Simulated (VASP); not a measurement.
Here is a VASP 6.6.1 calculation.

File INCAR:

```
PREC = Accurate
ENCUT = 500
EDIFF = 1E-6
ISMEAR = -1
SIGMA = 0.05
LREAL = False
LASPH = True
NELM = 120
ALGO = Normal
ISIF = 2
LWAVE = False
LCHARG = False
GGA = CA
NBANDS = 18
GGA_COMPAT = False
```

File KPOINTS:

```
Automatic mesh
0
Gamma
  12 12 9
```

Contents of POSCAR:

```
HgPt
1.0
    2.6847207018      0.0000000000      0.0000000000
    0.0000000000      2.6847207018      0.0000000000
    0.0000000000      0.0000000000      3.5406592716
Hg Pt
1 1
Direct
    0.0000000000      0.0000000000      0.0000000000
    0.5000000000      0.5000000000      0.5000000000
```

Potentials or basis: VASP PAW LDA potentials, release 64 (Hg, Pt).

Command:

```sh
$ cat potpaw_LDA.64/Hg/POTCAR potpaw_LDA.64/Pt/POTCAR > POTCAR
$ mpirun -np 1 vasp_std > vasp.out
```

Task: Predict the band gap on the k mesh.

Result: Zero (bands 11 and 12 overlap by 5.27 eV).

Task: Estimate the pressure.

Result: 119.5 GPa.

Stress tensor (GPa, compression positive):
```
119.11   0.00   0.00
  0.00 119.11   0.00
  0.00   0.00 120.25
```

Caveat: the cell stands under pressure; spin-orbit coupling is left out, which moves the levels of the heavy elements.
